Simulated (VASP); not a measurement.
# Tl (P1) in VASP: single point with PBE

Aim: the single point of Tl with PBE.

Everything below comes from runs of VASP 6.6.1. Logs are shortened: lines on timing, memory, paths and dates and some standing lists are left out, and cuts for length are marked.

### Step 1. The cell of the first run

The typed cell holds 3 atoms: a = 8.493 Å, b = 8.493 Å, c = 8.493 Å, α = 24.21°, β = 24.21°, γ = 24.21°.

### Step 2. Single point, PBE (atoms moved at random)

File INCAR:

```
SYSTEM = Tl
  PREC = Accurate
  ENCUT = 520
  EDIFF = 1E-6
  ISMEAR = -1
  SIGMA = 0.05
  LREAL = .False.
  LASPH = .True.
  NELM = 60
  ALGO = Fast
  ISIF = 2
  LWAVE = .False.
  LCHARG = .False.
  GGA = PE
  NBANDS = 26
```

File KPOINTS:

```
Automatic mesh
0
Gamma
  9 9 9
  0 0 0
```

File POSCAR:

```
Tl
1.0
    1.7810518452      1.0282907623      8.2404167867
   -1.7810518452      1.0282907623      8.2404167867
    0.0000000000     -2.0565815246      8.2404167867
Tl
3
Direct
    0.7750770000      0.7856610000      0.7799510000
    0.2123550000      0.2229400000      0.2271070000
    0.0109630000      0.0007420000     -0.0114760000
```

Potentials or basis: VASP PAW PBE potentials, release 64 (Tl_d).

The run is started by

```sh
$ cat potpaw_PBE.64/Tl_d/POTCAR > POTCAR
$ mpirun -np 1 vasp_std > vasp.out
```

OUTCAR:

```text
SYSTEM = Tl
   PREC = Accurate
   ENCUT = 520
   EDIFF = 1E-6
   ISMEAR = -1
   LREAL = .False.
   LASPH = .True.
   NELM = 60
   ISIF = 2
   GGA = PE

 ion  position               nearest neighbor table
   1  0.775  0.786  0.780-   2 3.34   2 3.36   2 3.36   3 3.45   3 3.49   3 3.50
   2  0.212  0.223  0.227-   1 3.34   1 3.36   1 3.36   3 3.43   3 3.46   3 3.50
   3  0.011  0.001  0.989-   2 3.43   1 3.45   2 3.46   1 3.49   2 3.50   1 3.50

  LATTYP: Found a trigonal (rhomboedric) cell.
 ALAT       =     8.4931735168
 COS(alpha) =     0.9120485254

  Lattice vectors:

 A1 = (   1.7810518452,   1.0282907623,   8.2404167867)
 A2 = (  -1.7810518452,   1.0282907623,   8.2404167867)
 A3 = (   0.0000000000,  -2.0565815246,   8.2404167867)

Analysis of symmetry for initial positions (statically):
=====================================================================
 Subroutine PRICEL returns:
 Original cell was already a primitive cell.

 Routine SETGRP: Setting up the symmetry group for a
 trigonal (rhombohedral) supercell.

 Subroutine GETGRP returns: Found  1 space group operations
 (whereof  1 operations were pure point group operations)
 out of a pool of 12 trial point group operations.

The static configuration has the point symmetry C_1 .

Analysis of symmetry for dynamics (positions and initial velocities):
=====================================================================
 Subroutine PRICEL returns:
 Original cell was already a primitive cell.

 Routine SETGRP: Setting up the symmetry group for a
 trigonal (rhombohedral) supercell.

 Subroutine GETGRP returns: Found  1 space group operations
 (whereof  1 operations were pure point group operations)
 out of a pool of 12 trial point group operations.

The dynamic configuration has the point symmetry C_1 .

 Subroutine INISYM returns: Found  1 space group operations
 (whereof  1 operations are pure point group operations),
 and found     1 'primitive' translations

----------------------------------------------------------------------------------------

                                     Primitive cell

  volume of cell :      90.5509

  direct lattice vectors                    reciprocal lattice vectors
     1.781051845  1.028290762  8.240416787     0.280732984  0.162081264  0.040451028
    -1.781051845  1.028290762  8.240416787    -0.280732984  0.162081264  0.040451028
     0.000000000 -2.056581525  8.240416787     0.000000000 -0.324162528  0.040451028

  length of vectors
     8.493173517  8.493173517  8.493173517     0.326676645  0.326676645  0.326676645

  position of ions in fractional coordinates (direct lattice)
     0.775077000  0.785661000  0.779951000
     0.212355000  0.222940000  0.227107000
     0.010963000  0.000742000  0.988524000

  ion indices of the primitive-cell ions
   primitive index   ion index
                 1           1
                 2           2
                 3           3

----------------------------------------------------------------------------------------

 KPOINTS: Automatic mesh

Automatic generation of k-mesh.
 Grid dimensions read from file:
 generate k-points for:    9    9    9

 Generating k-lattice:

  Cartesian coordinates                     Fractional coordinates (reciprocal lattice)
     0.031192554  0.018009029  0.004494559     0.111111111  0.000000000 -0.000000000
    -0.031192554  0.018009029  0.004494559     0.000000000  0.111111111 -0.000000000
     0.000000000 -0.036018059  0.004494559    -0.000000000 -0.000000000  0.111111111

  Length of vectors
     0.036297405  0.036297405  0.036297405

  Shift w.r.t. Gamma in fractional coordinates (k-lattice)
     0.000000000  0.000000000  0.000000000

 Subroutine IBZKPT returns following result:
 ===========================================

 Found    365 irreducible k-points:

 Following reciprocal coordinates:
            Coordinates               Weight
  0.000000  0.000000  0.000000      1.000000
  0.111111 -0.000000 -0.000000      2.000000
 -0.000000  0.111111 -0.000000      2.000000
 -0.000000 -0.000000  0.111111      2.000000
  0.222222  0.000000 -0.000000      2.000000
  0.000000  0.222222 -0.000000      2.000000
[... 16 lines left out ...]
  0.333333  0.111111 -0.000000      2.000000
 -0.333333  0.000000 -0.111111      2.000000
 [... further k-points ...]
   k-points           NKPTS =    365   k-points in BZ     NKDIM =    365   number of bands    NBANDS=     26
   number of dos      NEDOS =    301   number of ions     NIONS =      3
   total plane-waves  NPLWV = 262144
   dimension x,y,z NGX =    64 NGY =   64 NGZ =   64
   dimension x,y,z NGXF=   128 NGYF=  128 NGZF=  128
   ions per type =               3
   NGX,Y,Z   is equivalent  to a cutoff of  12.53, 12.53, 12.53 a.u.
   NGXF,Y,Z  is equivalent  to a cutoff of  25.05, 25.05, 25.05 a.u.
 SYSTEM =  Tl
   PREC   = accura    normal or accurate (medium, high low for compatibility)
   ISTART =      0    job   : 0-new  1-cont  2-samecut
   ICHARG =      2    charge: 1-file 2-atom 10-const
   ISPIN  =      1    spin polarized calculation?
   LNONCOLLINEAR =      F non collinear calculations
   LSORBIT =      F    spin-orbit coupling
   LASPH  =      T    aspherical Exc in radial PAW
   ENCUT  =  520.0 eV  38.22 Ry    6.18 a.u.  15.79 15.79 15.79*2*pi/ulx,y,z
   NELM   =     60;   NELMIN=  2; NELMDL= -5     # of ELM steps
   EDIFF  = 0.1E-05   stopping-criterion for ELM
   LREAL  =      F    real-space projection
   EDIFFG = 0.1E-04   stopping-criterion for IOM
   NSW    =      0    number of steps for IOM
   IBRION =     -1    ionic relax: 0-MD 1-quasi-New 2-CG
   NFREE  =      0    steps in history (QN), initial steepest desc. (CG)
   ISIF   =      2    stress and relaxation
   ISYM   =      2    0-nonsym 1-usesym 2-fastsym
   POTIM  = 0.5000    time-step for ionic-motion
   TEBEG  =    0.0;   TEEND  =   0.0 temperature during run
   PSTRESS=    0.0 pullay stress
   NELECT =      39.0000    total number of electrons
   NUPDOWN=      -1.0000    fix difference up-down
   EMIN   =  10.00;   EMAX   =-10.00  energy-range for DOS
   EFERMI =   0.00;   METHOD = LEGACY
   ISMEAR =    -1;   SIGMA  =   0.05  broadening in eV -4-tet -1-fermi 0-gaus
   EFERMI_NEDOS =   21; number of points for ismear=-14 and -15
   IALGO  =     68    algorithm
   IMIX   =      4    mixing-type and parameters
     AMIX     =   0.40;   BMIX     =  1.00
     AMIX_MAG =   1.60;   BMIX_MAG =  1.00
  volume/ion in A,a.u.               =      30.18       203.69
  Fermi-wavevector in a.u.,A,eV,Ry     =   1.236323  2.336312 20.796442  1.528495
  Thomas-Fermi vector in A             =   2.370937
   LORBIT       =      0    0 simple, 1 ext, 2 COOP (PROOUT), +10 PAW based schemes
   GGA     = PE    functional components
   LHFCALC =     F    Hartree Fock is set to
   AEXX    =    0.0000 exact exchange contribution
   IVDW    =     0    specifies the selected vdW correction
   LEPSILON=     F    determine dielectric tensor
   LRPA    =     F    only Hartree local field effects (RPA)
 non-spin polarized calculation
 RMM-DIIS sequential band-by-band and
  energy-cutoff  :      520.00
  volume of cell :       90.55
 maximum number of plane-waves:      2491
   NGX = 31   NGY = 31   NGZ = 31

 number of electron      39.0000000 magnetization

 Free energy of the ion-electron system (eV)
  ---------------------------------------------------
  ext. energy  EPLUGINS =         0.00000000
  ---------------------------------------------------
  free energy    TOTEN  =        -6.63027548 eV

  energy without entropy =       -6.61416913  energy(sigma->0) =       -6.62222231

 E-fermi :   6.0711     XC(G=0):  -9.9196

 val. band max:        6.0617064965   @ k =   0.0000   0.4444  -0.0000
 cond. band min:       6.0722532620   @ k =  -0.3333   0.2222  -0.0000
 fundamental gap:      0.0105467655
 Fermi energy:         6.0711135874

 k-point     1 :       0.0000    0.0000    0.0000
  band No.  band energies     occupation
      1      -5.6387      2.00000
      2      -5.5818      2.00000
      3      -5.5420      2.00000
      4      -5.5399      2.00000
      5      -5.4996      2.00000
      6      -5.4991      2.00000
[... 18 lines left out ...]
     25      15.2860      0.00000
     26      15.3525      0.00000

 k-point     2 :       0.1111   -0.0000   -0.0000
  band No.  band energies     occupation
      1      -5.6306      2.00000
      2      -5.5767      2.00000
      3      -5.5356      2.00000
      4      -5.5195      2.00000
      5      -5.5161      2.00000
      6      -5.4600      2.00000
[... 18 lines left out ...]
     25      13.8527      0.00000
     26      15.3394      0.00000

 k-point     3 :      -0.0000    0.1111   -0.0000
  band No.  band energies     occupation
      1      -5.6303      2.00000
      2      -5.5770      2.00000
      3      -5.5357      2.00000
      4      -5.5195      2.00000
      5      -5.5156      2.00000
      6      -5.4615      2.00000
[... 18 lines left out ...]
     25      13.8527      0.00000
     26      15.3196      0.00000

 k-point     4 :      -0.0000   -0.0000    0.1111
  band No.  band energies     occupation
      1      -5.6300      2.00000
      2      -5.5794      2.00000
      3      -5.5366      2.00000
      4      -5.5162      2.00000
      5      -5.5149      2.00000
      6      -5.4603      2.00000
[... 18 lines left out ...]
     25      13.8678      0.00000
     26      15.3276      0.00000
[... 496 lines left out ...]
      1      -5.6345      2.00000
      2      -5.5912      2.00000
      3      -5.5596      2.00000
      4      -5.5198      2.00000
      5      -5.4770      2.00000
      6      -5.4518      2.00000
[... 18 lines left out ...]
     25      13.1374      0.00000
     26      14.1950      0.00000

 k-point    23 :       0.3333    0.1111   -0.0000
  band No.  band energies     occupation
      1      -5.6764      2.00000
      2      -5.6347      2.00000
      3      -5.5761      2.00000
      4      -5.5479      2.00000
      5      -5.5062      2.00000
      6      -5.4794      2.00000
[... 18 lines left out ...]
     25      11.0337      0.00000
     26      13.4147      0.00000

 k-point    24 :      -0.3333    0.0000   -0.1111
  band No.  band energies     occupation
      1      -5.6750      2.00000
      2      -5.6341      2.00000
      3      -5.5751      2.00000
      4      -5.5476      2.00000
      5      -5.5064      2.00000
      6      -5.4805      2.00000
[... 18 lines left out ...]
     25      11.0389      0.00000
     26      13.4137      0.00000

 [... further k-points ...]

------------------------ aborting loop because EDIFF is reached ----------------------------------------

  FORCE on cell =-STRESS in cart. coord.  units (eV):
  Direction    XX          YY          ZZ          XY          YZ          ZX
  --------------------------------------------------------------------------------------
  -------------------------------------------------------------------------------------
  Total        0.5721376      0.6203780      0.8644185     -0.0009198      0.0047907      0.0010227
  in kB       10.1232074     10.9767564     15.2947264     -0.0162751      0.0847656      0.0180952
  external PRESSURE =      12.1315634 kB  Pullay stress =       0.0000000 kB

 VOLUME and BASIS-vectors are now :
 -----------------------------------------------------------------------------
  energy-cutoff  :      520.00
  volume of cell :       90.55
      direct lattice vectors                 reciprocal lattice vectors
     1.781051845  1.028290762  8.240416787     0.280732984  0.162081264  0.040451028
    -1.781051845  1.028290762  8.240416787    -0.280732984  0.162081264  0.040451028
     0.000000000 -2.056581525  8.240416787     0.000000000 -0.324162528  0.040451028

 POSITION                                       TOTAL-FORCE (eV/Angst)
 -----------------------------------------------------------------------------------
     -0.01885      0.00086     19.28825         0.005225     -0.000345     -0.105034
     -0.01885     -0.01945      5.45847         0.004609      0.012956      0.081842
      0.01820     -2.02094      8.24230        -0.009833     -0.012610      0.023193
 -----------------------------------------------------------------------------------
    total drift:                                0.000029      0.000034     -0.000303

  FREE ENERGIE OF THE ION-ELECTRON SYSTEM (eV)
  ---------------------------------------------------
  free  energy   TOTEN  =        -6.6302754843 eV

  energy  without entropy=       -6.6141691310  energy(sigma->0) =       -6.62222231
```

It took 50 min on 1 thread of Intel Xeon Platinum 8259CL at 2.50GHz (Skylake/Cascade Lake), shared host; peak memory 1 GiB.

What came out:

| Quantity | Value |
| --- | --- |
| Free energy | -6.6303 eV |
| Pressure | 1.2 GPa |
| Largest force | 0.105 eV/Å |
| Band gap on the k mesh | zero (an odd number of electrons rules out a gap without spin polarisation) |

Forces in eV/Å, atoms in the order of the input:
```
Tl   0.005  0.000 -0.105
Tl   0.005  0.013  0.082
Tl  -0.010 -0.013  0.023
```

Levels at points of the mesh, in eV from the Fermi level:
```csv
k point,band 18,band 19,band 20,band 21,band 22,band 23
"(0.00, 0.00, 0.00)",-7.08,0.94,1.08,7.52,7.56,7.73
```

Caveat: the cell differs from its parent crystal (atoms moved at random); spin-orbit coupling is left out, which moves the levels of the heavy elements.
